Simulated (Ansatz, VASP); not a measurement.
# One calculation of Ni, two programs

```
Ni
1.0
    -1.38372    1.48749    1.38372
     1.38372   -1.48749    1.38372
     1.38372    1.48749   -1.38372
Ni
1
Cartesian
  0.0000 0.0000 0.0000
```

Change from the starting cell: strain +0.0750 x Voigt [0, 1, 0, 0, 0, 0], atoms carried along.

Alike in both runs: task single point; functional PBEsol; k mesh 24 × 24 × 24; occupations gaussian, width 0.15 eV; collinear spin.

```csv
,VASP,Ansatz
version,VASP 6.6.1,Ansatz 0.2.0
potentials or method,"VASP PAW PBE potentials, release 64 (Ni), cutoff 520 eV","scalar-relativistic, plane waves, PAW"
valence electrons in the cell,10,18
```

```tsv
	VASP	Ansatz	Ansatz less VASP
gap on the k mesh at the Fermi level (eV)	none	none	-
pressure (GPa)	-15.3	-15.4	-0.05
traceless stress, the component that is largest in VASP (GPa)	3.36	3.57	+0.210
net moment per atom (μB)	0.58	0.59	+0.013
size of the moment on the site where the two differ most (μB)	0.59	0.62	+0.035
```

VASP's potentials were made for PBE, not for PBEsol. Site moments also hang on the region over which each program counts them. A gap of «none» marks a metal or a gap that the smearing closes. VASP's potentials hold 10 valence electrons a cell and Ansatz's 18, so a difference there can come from the potentials and not from the codes.
